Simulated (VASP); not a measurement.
# WS2 in VASP: single point with PBE+D3(BJ)

Aim: the single point of WS2 with PBE+D3(BJ).

Everything below comes from runs of VASP 6.6.1. Logs are shortened: lines on timing, memory, paths and dates and some standing lists are left out, and cuts for length are marked.

### Step 1. The cell of the first run

The cell holds a slab with vacuum, 9 atoms: a = 3.154 Å, b = 3.154 Å, c = 32.289 Å, α = 90.00°, β = 90.00°, γ = 120.00°.

### Step 2. Single point, PBE+D3(BJ), collinear spin

The input, INCAR:

```
SYSTEM = WS2
PREC     = Accurate       ! precision mode
ENCUT    = 400            ! plane-wave cutoff, eV
EDIFF    = 1E-6           ! SCF threshold, eV
ISMEAR   = 0              ! smearing method
SIGMA    = 0.05           ! smearing width, eV
LREAL    = .FALSE.        ! projectors in reciprocal space
LASPH    = .TRUE.         ! aspherical terms in the spheres
NELM     = 200            ! most SCF steps
ALGO     = Normal         ! electronic algorithm
ISIF     = 2              ! what is computed and relaxed
LWAVE    = .FALSE.        ! write WAVECAR
LCHARG   = .FALSE.        ! write CHGCAR
ISPIN    = 2              ! spin polarisation
MAGMOM   = 1 3 1 2 2 3 1 1 1 ! initial moments
LORBIT   = 11             ! projections on sites
LMAXMIX  = 4              ! l up to which the mixer works
LDIPOL   = .TRUE.       
IDIPOL   = 3            
DIPOL    = 0.5 0.5 0.500
GGA      = PE             ! functional
IVDW     = 12             ! dispersion correction
NBANDS   = 53             ! bands
GGA_COMPAT= .FALSE.      
NELMDL   = -8
```

The input, KPOINTS:

```
regular mesh
0
G
  9 9 1
  0 0 0
```

The input, POSCAR:

```
WS2
1.0
    3.1542063670      0.0000000000      0.0000000000
   -1.5771031835      2.7316228426      0.0000000000
    0.0000000000      0.0000000000     32.2893024006
S W
6 3
Direct
    0.6666666667      0.3333333333      0.2632450802
    0.6666666667      0.3333333333      0.3607819565
    0.3333333333      0.6666666667      0.4512315618
    0.3333333333      0.6666666667      0.5487632511
    0.6666666667      0.3333333333      0.6397132801
    0.6666666667      0.3333333333      0.7374068514
    0.3333333333      0.6666666667      0.3120135184
    0.6666666667      0.3333333333      0.4999974516
    0.3333333333      0.6666666667      0.6885209584
```

Potentials or basis: VASP PAW PBE potentials, release 64 (S, W_sv).

Launch:

```
> cat potpaw_PBE.64/S/POTCAR potpaw_PBE.64/W_sv/POTCAR > POTCAR
> mpirun -np 1 vasp_std > vasp.out
```

OUTCAR:

```text
SYSTEM = WS2
   PREC = Accurate
   ENCUT = 400
   EDIFF = 1E-6
   ISMEAR = 0
   LREAL = .FALSE.
   LASPH = .TRUE.
   NELM = 200
   ISIF = 2
   ISPIN = 2
   LORBIT = 11
   GGA = PE
   IVDW = 12
   NELMDL = -8
 IVDW          = 12

 ion  position               nearest neighbor table
   1  0.667  0.333  0.263-   7 2.41   7 2.41   7 2.41
   2  0.667  0.333  0.361-   7 2.41   7 2.41   7 2.41
   3  0.333  0.667  0.451-   8 2.41   8 2.41   8 2.41
   4  0.333  0.667  0.549-   8 2.41   8 2.41   8 2.41
   5  0.667  0.333  0.640-   9 2.41   9 2.41   9 2.41
   6  0.667  0.333  0.737-   9 2.41   9 2.41   9 2.41
   7  0.333  0.667  0.312-   2 2.41   2 2.41   2 2.41   1 2.41   1 2.41   1 2.41
   8  0.667  0.333  0.500-   4 2.41   4 2.41   4 2.41   3 2.41   3 2.41   3 2.41
   9  0.333  0.667  0.689-   5 2.41   5 2.41   5 2.41   6 2.41   6 2.41   6 2.41

  LATTYP: Found a hexagonal cell.
 ALAT       =     3.1542063670
 C/A-ratio  =    10.2369022961

  Lattice vectors:

 A1 = (   3.1542063670,   0.0000000000,   0.0000000000)
 A2 = (  -1.5771031835,   2.7316228426,   0.0000000000)
 A3 = (   0.0000000000,   0.0000000000,  32.2893024006)

Analysis of symmetry for initial positions (statically):
=====================================================================
 Subroutine PRICEL returns:
 Original cell was already a primitive cell.

 Routine SETGRP: Setting up the symmetry group for a
 hexagonal supercell.

 Subroutine GETGRP returns: Found  6 space group operations
 (whereof  6 operations were pure point group operations)
 out of a pool of 24 trial point group operations.

The static configuration has the point symmetry C_3v.

Analysis of symmetry for dynamics (positions and initial velocities):
=====================================================================
 Subroutine PRICEL returns:
 Original cell was already a primitive cell.

 Routine SETGRP: Setting up the symmetry group for a
 hexagonal supercell.

 Subroutine GETGRP returns: Found  6 space group operations
 (whereof  6 operations were pure point group operations)
 out of a pool of 24 trial point group operations.

The dynamic configuration has the point symmetry C_3v.

Analysis of structural, dynamic, and magnetic symmetry:
=====================================================================
 Subroutine PRICEL returns:
 Original cell was already a primitive cell.

 Routine SETGRP: Setting up the symmetry group for a
 hexagonal supercell.

 Subroutine GETGRP returns: Found  6 space group operations
 (whereof  6 operations were pure point group operations)
 out of a pool of 24 trial point group operations.

The overall configuration has the point symmetry C_3v.

 Subroutine INISYM returns: Found  6 space group operations
 (whereof  6 operations are pure point group operations),
 and found     1 'primitive' translations

----------------------------------------------------------------------------------------

                                     Primitive cell

  volume of cell :     278.2079

  direct lattice vectors                    reciprocal lattice vectors
     3.154206367  0.000000000  0.000000000     0.317036961  0.183041375  0.000000000
    -1.577103184  2.731622843  0.000000000     0.000000000  0.366082749  0.000000000
     0.000000000  0.000000000 32.289302401     0.000000000  0.000000000  0.030970009

  length of vectors
     3.154206367  3.154206367 32.289302401     0.366082749  0.366082749  0.030970009

  position of ions in fractional coordinates (direct lattice)
     0.666666667  0.333333333  0.263245080
     0.666666667  0.333333333  0.360781956
     0.333333333  0.666666667  0.451231562
     0.333333333  0.666666667  0.548763251
     0.666666667  0.333333333  0.639713280
     0.666666667  0.333333333  0.737406851
     0.333333333  0.666666667  0.312013518
     0.666666667  0.333333333  0.499997452
     0.333333333  0.666666667  0.688520958

  ion indices of the primitive-cell ions
   primitive index   ion index
                 1           1
                 2           2
                 3           3
[... 59 lines left out ...]
   ISPIN  =      2    spin polarized calculation?
   LNONCOLLINEAR =      F non collinear calculations
   LSORBIT =      F    spin-orbit coupling
   LASPH  =      T    aspherical Exc in radial PAW
   ENCUT  =  400.0 eV  29.40 Ry    5.42 a.u.   5.14  5.14 52.66*2*pi/ulx,y,z
   NELM   =    200;   NELMIN=  2; NELMDL= -8     # of ELM steps
   EDIFF  = 0.1E-05   stopping-criterion for ELM
   LREAL  =      F    real-space projection
   EDIFFG = 0.1E-04   stopping-criterion for IOM
   NSW    =      0    number of steps for IOM
   IBRION =     -1    ionic relax: 0-MD 1-quasi-New 2-CG
   NFREE  =      0    steps in history (QN), initial steepest desc. (CG)
   ISIF   =      2    stress and relaxation
   ISYM   =      2    0-nonsym 1-usesym 2-fastsym
   POTIM  = 0.5000    time-step for ionic-motion
   TEBEG  =    0.0;   TEEND  =   0.0 temperature during run
   PSTRESS=    0.0 pullay stress
   NELECT =      78.0000    total number of electrons
   NUPDOWN=      -1.0000    fix difference up-down
   EMIN   =  10.00;   EMAX   =-10.00  energy-range for DOS
   EFERMI =   0.00;   METHOD = LEGACY
   ISMEAR =     0;   SIGMA  =   0.05  broadening in eV -4-tet -1-fermi 0-gaus
   EFERMI_NEDOS =   21; number of points for ismear=-14 and -15
   IALGO  =     38    algorithm
   IMIX   =      4    mixing-type and parameters
     AMIX     =   0.40;   BMIX     =  1.00
     AMIX_MAG =   1.60;   BMIX_MAG =  1.00
  volume/ion in A,a.u.               =      30.91       208.60
  Fermi-wavevector in a.u.,A,eV,Ry     =   1.071478  2.024800 15.620370  1.148065
  Thomas-Fermi vector in A             =   2.207219
   LORBIT       =     11    0 simple, 1 ext, 2 COOP (PROOUT), +10 PAW based schemes
   GGA     = PE    functional components
   LHFCALC =     F    Hartree Fock is set to
   AEXX    =    0.0000 exact exchange contribution
   IVDW    =    12    specifies the selected vdW correction
   LEPSILON=     F    determine dielectric tensor
   LRPA    =     F    only Hartree local field effects (RPA)
 spin polarized calculation
 Gauss-broadening in eV      SIGMA  =   0.05
  energy-cutoff  :      400.00
  volume of cell :      278.21
 maximum number of plane-waves:      5087
 NGX is ok and might be reduce to    24
   NGX = 11   NGY = 11   NGZ =105

 number of electron      77.9999989 magnetization      11.0342259

 dipolmoment           0.000000      0.000000     -0.000491 electrons x Angstroem

 number of electron      77.9999989 magnetization       0.0000028

 dipolmoment           0.000000      0.000000      0.000336 electrons x Angstroem

 Free energy of the ion-electron system (eV)
  ---------------------------------------------------
  ext. energy  EPLUGINS =         0.00000000
  ---------------------------------------------------
  free energy    TOTEN  =       -70.84971194 eV

  energy without entropy =      -70.84971194  energy(sigma->0) =      -70.84971194

 E-fermi :   2.4690     XC(G=0):  -6.5763

 val. band max:        2.0578284807   @ k =   0.0000   0.0000   0.0000
 cond. band min:       3.3102784528   @ k =   0.2222   0.1111   0.0000
 fundamental gap:      1.2524499721
 Fermi energy:         2.4689571113

 spin component 1

 k-point     1 :       0.0000    0.0000    0.0000
  band No.  band energies     occupation
      1     -72.4737      1.00000
      2     -72.4718      1.00000
      3     -72.4706      1.00000
      4     -36.7304      1.00000
      5     -36.7272      1.00000
      6     -36.7271      1.00000
[... 637 lines left out ...]
     50       7.0865      0.00000
     51       7.1805      0.00000
 Fermi energy:         2.4689571113

 spin component 2

 k-point     1 :       0.0000    0.0000    0.0000
  band No.  band energies     occupation
      1     -72.4737      1.00000
      2     -72.4718      1.00000
      3     -72.4706      1.00000
      4     -36.7304      1.00000
      5     -36.7272      1.00000
      6     -36.7271      1.00000
[... 637 lines left out ...]
     50       7.0865      0.00000
     51       7.1804      0.00000
 [bands above 51 left out]

------------------------ aborting loop because EDIFF is reached ----------------------------------------

 vacuum level on the upper side and lower side of the slab       (xc-potential included)         0.003        -0.004

 Edisp (eV)   -3.52455

 E8    (eV) :    -1.5140

  FORCE on cell =-STRESS in cart. coord.  units (eV):
  Direction    XX          YY          ZZ          XY          YZ          ZX
  --------------------------------------------------------------------------------------
  -------------------------------------------------------------------------------------
  Total       0.15790     0.15790     0.03812     0.00000     0.00000     0.00000
  in kB       0.90935     0.90935     0.21952     0.00000     0.00000     0.00000
  external pressure =        0.68 kB  Pullay stress =        0.00 kB

 VOLUME and BASIS-vectors are now :
 -----------------------------------------------------------------------------
  energy-cutoff  :      400.00
  volume of cell :      278.21
      direct lattice vectors                 reciprocal lattice vectors
     3.154206367  0.000000000  0.000000000     0.317036961  0.183041375  0.000000000
    -1.577103184  2.731622843  0.000000000     0.000000000  0.366082749  0.000000000
     0.000000000  0.000000000 32.289302401     0.000000000  0.000000000  0.030970009

 POSITION                                       TOTAL-FORCE (eV/Angst)
 -----------------------------------------------------------------------------------
      1.57710      0.91054      8.50000         0.000000      0.000000     -0.055215
      1.57710      0.91054     11.64940        -0.000000      0.000000      0.018217
     -0.00000      1.82108     14.56995         0.000000      0.000000     -0.003608
     -0.00000      1.82108     17.71918         0.000000     -0.000000      0.011597
      1.57710      0.91054     20.65590         0.000000     -0.000000      0.003525
      1.57710      0.91054     23.81035        -0.000000     -0.000000     -0.016001
     -0.00000      1.82108     10.07470        -0.000000      0.000000      0.029183
      1.57710      0.91054     16.14457         0.000000     -0.000000      0.001767
     -0.00000      1.82108     22.23186        -0.000000     -0.000000      0.010535
 -----------------------------------------------------------------------------------
    total drift:                               -0.000000      0.000000     -0.000352

  FREE ENERGIE OF THE ION-ELECTRON SYSTEM (eV)
  ---------------------------------------------------
  free  energy   TOTEN  =       -74.3742610849 eV

  energy  without entropy=      -74.3742610849  energy(sigma->0) =      -74.37426108

 vacuum level on the upper side and lower side of the slab         7.176         7.170

 total charge

# of ion       s       p       d       tot
------------------------------------------
    1        1.359   2.366   0.000   3.725
    2        1.361   2.365   0.000   3.726
    3        1.361   2.365   0.000   3.725
    4        1.361   2.365   0.000   3.725
    5        1.361   2.364   0.000   3.725
    6        1.359   2.364   0.000   3.723
    7        2.321   6.332   3.385  12.038
    8        2.321   6.331   3.387  12.039
    9        2.321   6.331   3.382  12.034
--------------------------------------------------
tot         15.124  33.183  10.154  58.461

 magnetization (x)

# of ion       s       p       d       tot
------------------------------------------
    1        0.000   0.000   0.000   0.000
    2        0.000   0.000   0.000   0.000
    3        0.000   0.000   0.000   0.000
    4       -0.000   0.000   0.000   0.000
    5        0.000   0.000   0.000   0.000
    6       -0.000   0.000   0.000  -0.000
    7       -0.000  -0.000   0.000   0.000
    8       -0.000  -0.000  -0.000  -0.000
    9       -0.000  -0.000  -0.000  -0.000
--------------------------------------------------
tot          0.000   0.000  -0.000   0.000
```

Run time: 21 min. Hardware: 1 thread of Intel Xeon 8259CL, shared host; peak memory 0.54 GiB.

What came out:

```yaml
Free_energy: -74.3743 eV
Largest_force: 0.055 eV/Å
Band_gap_on_the_k_mesh: 1.25 eV (least direct gap 1.86 eV)
Net_moment: 0.00 μB per cell
Valence_electrons_inside_the_program's_atomic_spheres: S 3.73, 3.72 (each value once); W 12.04, 12.03 (each value once)
Dispersion_energy_per_atom: -0.392 eV
```

Forces in eV/Å, atoms in the order of the input:
```
S    0.000  0.000 -0.055
S    0.000  0.000  0.018
S    0.000  0.000 -0.004
S    0.000  0.000  0.012
S    0.000  0.000  0.004
S    0.000  0.000 -0.016
W    0.000  0.000  0.029
W    0.000  0.000  0.002
W    0.000  0.000  0.011
```

Levels at points of the mesh, in eV from the valence-band top:
Spin up:
```
           k point  band 36  band 37  band 38  band 39  band 40  band 41  band 42  band 43
(0.00, 0.00, 0.00)    -1.90    -0.96    -0.37     0.00     2.38     2.38     2.38     2.38
```
Spin down:
```csv
k point,band 37,band 38,band 39,band 40,band 41,band 42
"(0.00, 0.00, 0.00)",-0.96,-0.37,0.00,2.38,2.38,2.38
```

Caveat: spin-orbit coupling is left out, which moves the levels of the heavy elements.
